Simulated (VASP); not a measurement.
# CdS (P1) in VASP: further runs, part 2 of 2

VASP 6.6.1. Earlier steps stand in the parts before.

## Step 3: Single point, PBE

INCAR

```
SYSTEM = CdS
PREC = Accurate ; ENCUT = 520
EDIFF = 1E-6 ; ISMEAR = 0
SIGMA = 0.05 ; LREAL = .FALSE.
LASPH = .TRUE. ; NELM = 100
ALGO = Normal ; ISIF = 2
LWAVE = .FALSE. ; LCHARG = .FALSE.
GGA = PE ; NBANDS = 46
```

KPOINTS

```
Automatic mesh
0
G
  7 7 2
  0 0 0
```

POSCAR

```
CdS
1.0
   -2.0985806452     -3.6348483013      0.0000000000
    2.0985806452     -3.6348483013      0.0000000000
    0.3497634409     -1.2116161004     13.6554617430
Cd S
4 4
Direct
    0.5911809788      0.4402096031      0.9058282541
    0.6328476455      0.5652096031      0.4058282541
    0.3203476455      0.2943762698      0.1558282541
    0.2786809788      0.1693762698      0.6558282541
    0.6588190212      0.6431237302      0.0941717459
    0.6171523545      0.5181237302      0.5941717459
    0.3046523545      0.2472903969      0.3441717459
    0.2629856878      0.1222903969      0.8441717459
```

Potentials or basis: VASP PAW PBE potentials, release 64 (Cd, S).

Run with:

```console
> cat potpaw_PBE.64/Cd/POTCAR potpaw_PBE.64/S/POTCAR > POTCAR
> mpirun -np 1 vasp_std > vasp.out
```

OUTCAR:

```text
SYSTEM = CdS
   PREC = Accurate
   ENCUT = 520
   EDIFF = 1E-6
   ISMEAR = 0
   LREAL = .FALSE.
   LASPH = .TRUE.
   NELM = 100
   ISIF = 2
   GGA = PE

 ion  position               nearest neighbor table
   1  0.591  0.440  0.906-   8 2.57   8 2.57   8 2.57   5 2.86   3 3.64
   2  0.633  0.565  0.406-   7 2.57   7 2.57   7 2.57   6 2.57
   3  0.320  0.294  0.156-   5 2.57   5 2.57   5 2.57   7 2.57   1 3.64
   4  0.279  0.169  0.656-   6 2.57   6 2.57   6 2.57   8 2.57
   5  0.659  0.643  0.094-   3 2.57   3 2.57   3 2.57   1 2.86
   6  0.617  0.518  0.594-   4 2.57   4 2.57   4 2.57   2 2.57
   7  0.305  0.247  0.344-   2 2.57   2 2.57   2 2.57   3 2.57
   8  0.263  0.122  0.844-   1 2.57   1 2.57   1 2.57   4 2.57

  LATTYP: Found a triclinic cell.
 ALAT       =     4.1971612904
 B/A-ratio  =     1.0000000000
 C/A-ratio  =     3.5602719177
 COS(alpha) =     0.0234064519
 COS(beta)  =     0.3628000042
 COS(gamma) =     0.5000000000

  Lattice vectors:

 A1 = (  -2.0985806452,  -3.6348483013,   0.0000000000)
 A2 = (  -4.1971612904,   0.0000000000,   0.0000000000)
 A3 = (  -0.3497634409,  -6.0580805022, -13.6554617430)

Analysis of symmetry for initial positions (statically):
=====================================================================
 Subroutine PRICEL returns:
 Original cell was already a primitive cell.

 Routine SETGRP: Setting up the symmetry group for a
 triclinic supercell.

 Subroutine GETGRP returns: Found  1 space group operations
 (whereof  1 operations were pure point group operations)
 out of a pool of  2 trial point group operations.

The static configuration has the point symmetry C_1 .

Analysis of symmetry for dynamics (positions and initial velocities):
=====================================================================
 Subroutine PRICEL returns:
 Original cell was already a primitive cell.

 Routine SETGRP: Setting up the symmetry group for a
 triclinic supercell.

 Subroutine GETGRP returns: Found  1 space group operations
 (whereof  1 operations were pure point group operations)
 out of a pool of  2 trial point group operations.

The dynamic configuration has the point symmetry C_1 .

 Subroutine INISYM returns: Found  1 space group operations
 (whereof  1 operations are pure point group operations),
 and found     1 'primitive' translations

----------------------------------------------------------------------------------------

                                     Primitive cell

  volume of cell :     208.3283

  direct lattice vectors                    reciprocal lattice vectors
    -2.098580645 -3.634848301  0.000000000    -0.238256272 -0.137557322 -0.006102564
     2.098580645 -3.634848301  0.000000000     0.238256272 -0.137557322 -0.018307693
     0.349763441 -1.211616100 13.655461743     0.000000000  0.000000000  0.073230772

  length of vectors
     4.197161290  4.197161290 13.713569319     0.275182320  0.275723121  0.073230772

  position of ions in fractional coordinates (direct lattice)
     0.591180979  0.440209603  0.905828254
     0.632847646  0.565209603  0.405828254
     0.320347646  0.294376270  0.155828254
     0.278680979  0.169376270  0.655828254
     0.658819021  0.643123730  0.094171746
     0.617152354  0.518123730  0.594171746
[... 37 lines left out ...]

 Found     50 irreducible k-points:

 Following reciprocal coordinates:
            Coordinates               Weight
  0.000000  0.000000  0.000000      1.000000
  0.142857  0.000000  0.000000      2.000000
  0.285714  0.000000  0.000000      2.000000
  0.428571 -0.000000  0.000000      2.000000
  0.000000  0.142857  0.000000      2.000000
  0.142857  0.142857  0.000000      2.000000
[... 16 lines left out ...]
 -0.428571  0.428571 -0.000000      2.000000
 -0.285714  0.428571  0.000000      2.000000
 [... further k-points ...]
   k-points           NKPTS =     50   k-points in BZ     NKDIM =     50   number of bands    NBANDS=     46
   number of dos      NEDOS =    301   number of ions     NIONS =      8
   total plane-waves  NPLWV = 110592
   dimension x,y,z NGX =    32 NGY =   32 NGZ =  108
   dimension x,y,z NGXF=    64 NGYF=   64 NGZF=  216
   ions per type =               4   4
   NGX,Y,Z   is equivalent  to a cutoff of  12.67, 12.67, 13.09 a.u.
   NGXF,Y,Z  is equivalent  to a cutoff of  25.35, 25.35, 26.19 a.u.
 SYSTEM =  CdS
   PREC   = accura    normal or accurate (medium, high low for compatibility)
   ISTART =      0    job   : 0-new  1-cont  2-samecut
   ICHARG =      2    charge: 1-file 2-atom 10-const
   ISPIN  =      1    spin polarized calculation?
   LNONCOLLINEAR =      F non collinear calculations
   LSORBIT =      F    spin-orbit coupling
   LASPH  =      T    aspherical Exc in radial PAW
   ENCUT  =  520.0 eV  38.22 Ry    6.18 a.u.   7.80  7.80 25.50*2*pi/ulx,y,z
   NELM   =    100;   NELMIN=  2; NELMDL= -5     # of ELM steps
   EDIFF  = 0.1E-05   stopping-criterion for ELM
   LREAL  =      F    real-space projection
   EDIFFG = 0.1E-04   stopping-criterion for IOM
   NSW    =      0    number of steps for IOM
   IBRION =     -1    ionic relax: 0-MD 1-quasi-New 2-CG
   NFREE  =      0    steps in history (QN), initial steepest desc. (CG)
   ISIF   =      2    stress and relaxation
   ISYM   =      2    0-nonsym 1-usesym 2-fastsym
   POTIM  = 0.5000    time-step for ionic-motion
   TEBEG  =    0.0;   TEEND  =   0.0 temperature during run
   PSTRESS=    0.0 pullay stress
   NELECT =      72.0000    total number of electrons
   NUPDOWN=      -1.0000    fix difference up-down
   EMIN   =  10.00;   EMAX   =-10.00  energy-range for DOS
   EFERMI =   0.00;   METHOD = LEGACY
   ISMEAR =     0;   SIGMA  =   0.05  broadening in eV -4-tet -1-fermi 0-gaus
   EFERMI_NEDOS =   21; number of points for ismear=-14 and -15
   IALGO  =     38    algorithm
   IMIX   =      4    mixing-type and parameters
     AMIX     =   0.40;   BMIX     =  1.00
     AMIX_MAG =   1.60;   BMIX_MAG =  1.00
  volume/ion in A,a.u.               =      26.04       175.73
  Fermi-wavevector in a.u.,A,eV,Ry     =   1.148866  2.171043 17.958250  1.319894
  Thomas-Fermi vector in A             =   2.285539
   LORBIT       =      0    0 simple, 1 ext, 2 COOP (PROOUT), +10 PAW based schemes
   GGA     = PE    functional components
   LHFCALC =     F    Hartree Fock is set to
   AEXX    =    0.0000 exact exchange contribution
   IVDW    =     0    specifies the selected vdW correction
   LEPSILON=     F    determine dielectric tensor
   LRPA    =     F    only Hartree local field effects (RPA)
 non-spin polarized calculation
 Gauss-broadening in eV      SIGMA  =   0.05
  energy-cutoff  :      520.00
  volume of cell :      208.33
 maximum number of plane-waves:      5636
   NGX = 15   NGY = 15   NGZ = 51

 number of electron      72.0000005 magnetization

 Free energy of the ion-electron system (eV)
  ---------------------------------------------------
  ext. energy  EPLUGINS =         0.00000000
  ---------------------------------------------------
  free energy    TOTEN  =       -24.30307623 eV

  energy without entropy =      -24.30307623  energy(sigma->0) =      -24.30307623

 E-fermi :   1.2553     XC(G=0):  -8.9443

 val. band max:        0.9957841716   @ k =   0.0000   0.0000   0.0000
 cond. band min:       1.8683564127   @ k =   0.0000   0.0000   0.0000
 fundamental gap:      0.8725722410
 Fermi energy:         1.2553020934

 k-point     1 :       0.0000    0.0000    0.0000
  band No.  band energies     occupation
      1     -11.2569      2.00000
      2     -11.0310      2.00000
      3     -10.8704      2.00000
      4     -10.5889      2.00000
      5      -6.8478      2.00000
      6      -6.8279      2.00000
[... 1165 lines left out ...]
     45       7.5033      0.00000
     46       7.5960      0.00000

 [... further k-points ...]
[... 5 lines left out ...]
  --------------------------------------------------------------------------------------
  -------------------------------------------------------------------------------------
  Total        0.4941629     -1.0737469     -0.2640816      0.1244791      1.2434826     -0.5250770
  in kB        3.8004270     -8.2577964     -2.0309551      0.9573232      9.5631721     -4.0381758
  external PRESSURE =      -2.1627748 kB  Pullay stress =       0.0000000 kB

 VOLUME and BASIS-vectors are now :
 -----------------------------------------------------------------------------
  energy-cutoff  :      520.00
  volume of cell :      208.33
      direct lattice vectors                 reciprocal lattice vectors
    -2.098580645 -3.634848301  0.000000000    -0.238256272 -0.137557322 -0.006102564
     2.098580645 -3.634848301  0.000000000     0.238256272 -0.137557322 -0.018307693
     0.349763441 -1.211616100 13.655461743     0.000000000  0.000000000  0.073230772

 POSITION                                       TOTAL-FORCE (eV/Angst)
 -----------------------------------------------------------------------------------
     -0.00000     -4.84646     12.36950         0.042998     -0.271025      0.315421
     -0.00000     -4.84646      5.54177         0.000679      0.002578     -0.101856
     -0.00000     -2.42323      2.12791         0.070832      0.033940      0.056754
      0.00000     -2.42323      8.95564         0.011628     -0.011697     -0.095777
     -0.00000     -4.84646      1.28596        -0.212649      0.343721     -0.500701
      0.00000     -4.84646      8.11369         0.004153      0.000368      0.088722
      0.00000     -2.42323      4.69982        -0.012243      0.014105      0.102724
      0.00000     -2.42323     11.52755         0.094602     -0.111989      0.134713
 -----------------------------------------------------------------------------------
    total drift:                                0.000009      0.000550     -0.000268

  FREE ENERGIE OF THE ION-ELECTRON SYSTEM (eV)
  ---------------------------------------------------
  free  energy   TOTEN  =       -24.3030762348 eV

  energy  without entropy=      -24.3030762348  energy(sigma->0) =      -24.30307623
```

It took 5.9 min on 1 thread of Intel Xeon Platinum 8375C at 2.90GHz (Ice Lake), shared host; peak memory 0.54 GiB.

Results:

| Property | Result |
| --- | --- |
| Free energy | -24.3031 eV |
| Pressure | -0.2 GPa |
| Largest force | 0.643 eV/Å |
| Band gap on the k mesh | 0.87 eV, direct |

Forces on the atoms (eV/Å):
```
Cd   0.043 -0.271  0.315
Cd   0.001  0.003 -0.102
Cd   0.071  0.034  0.057
Cd   0.012 -0.012 -0.096
S   -0.213  0.344 -0.501
S    0.004  0.000  0.089
S   -0.012  0.014  0.103
S    0.095 -0.112  0.135
```

Stress tensor (GPa, compression positive):
```
 0.38  0.10 -0.40
 0.10 -0.83  0.96
-0.40  0.96 -0.20
```

Levels at points of the mesh, in eV from the valence-band top:
```csv
k point,band 34,band 35,band 36,band 37,band 38,band 39
"(0.00, 0.00, 0.00)",-0.12,-0.04,0.00,0.87,2.46,2.68
"(0.00, 0.00, 0.50)",-0.26,-0.07,-0.05,1.60,1.93,2.65
```

As with any semilocal functional, this PBE gap is likely too small.
